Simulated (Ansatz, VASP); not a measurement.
One calculation of SnO2, two programs

File INCAR:

```
SYSTEM = SnO2
PREC = Accurate
ENCUT = 520
EDIFF = 1E-6
ISMEAR = -1
SIGMA = 0.05
LREAL = .False.
LASPH = .True.
NELM = 60
ALGO = Normal
ISIF = 2
LWAVE = .False.
LCHARG = .False.
GGA = PE
NBANDS = 35
```

File KPOINTS:

```
Automatic mesh
0
Gamma
  9 9 3
  0 0 0
```

Contents of POSCAR:

```
SnO2
1.0
    3.1646269974      0.0000000000      0.0000000000
   -1.5823134987      2.7406473732      0.0000000000
    0.0000000000      0.0000000000     10.5702846404
Sn O
2 4
Direct
    0.0000000000      0.0000000000      0.0000000000
    0.0000000000      0.0000000000      0.5000000000
    0.3333333333      0.6666666667      0.9058620000
    0.3333333333      0.6666666667      0.5941380000
    0.6666666667      0.3333333333      0.0941380000
    0.6666666667      0.3333333333      0.4058620000
```

The input input.yaml:

```yaml
crystal:
  lattice:
    - [3.1646269974, 0.0, 0.0]
    - [-1.5823134987, 2.7406473732, 0.0]
    - [0.0, 0.0, 10.5702846404]
  atoms:
    - { symbol: Sn, position: [0.0, 0.0, 0.0] }
    - { symbol: Sn, position: [0.0, 0.0, 0.5] }
    - { symbol: O, position: [0.3333333333, 0.6666666667, 0.905862] }
    - { symbol: O, position: [0.3333333333, 0.6666666667, 0.594138] }
    - { symbol: O, position: [0.6666666667, 0.3333333333, 0.094138] }
    - { symbol: O, position: [0.6666666667, 0.3333333333, 0.405862] }
hamiltonian:
  xc: pbe
  pseudopotentials: { kind: paw }
kpoints:
  mp_grid: { grid: [9, 9, 3] }
scf:
  occupations: { method: fermi_dirac, width: 0.05 }
output:
  forces: true
  stress: true
  eigenvalues: true
```

Alike in both runs: task single point; functional PBE; k mesh 9 × 9 × 3; occupations fermi-dirac, width 0.05 eV; no spin polarisation.

```csv
,VASP,Ansatz
version,VASP 6.6.1,Ansatz 0.2.0
potentials or method,"VASP PAW PBE potentials, release 64 (Sn_d, O)",Ansatz PAW
plane-wave cutoff (eV),520,420
valence electrons in the cell,52,52
```

Ansatz gave:

| Property | Result |
| --- | --- |
| gap on the k mesh at the Fermi level (eV) | 2.50 |
| least direct gap on the mesh (eV) | 2.98 |
| pressure (GPa) | 8.6 |
| traceless stress, the component that is largest in VASP (GPa) | -3.00 |
| rms of the force components (eV/Å) | 0.297 |

Question: What did VASP give for the same quantities?

Answer: gap on the k mesh at the Fermi level (eV): 2.48; least direct gap on the mesh (eV): 2.97; pressure (GPa): 9.2; traceless stress, the component that is largest in VASP (GPa): -3.37; rms of the force components (eV/Å): 0.324.

Atom by atom the forces differ by 0.027 eV/Å (rms over components).

Noted on Ansatz's run: odd divisions of the mesh miss points on the zone boundary, where band edges often lie, so the gap on the mesh can be too wide.
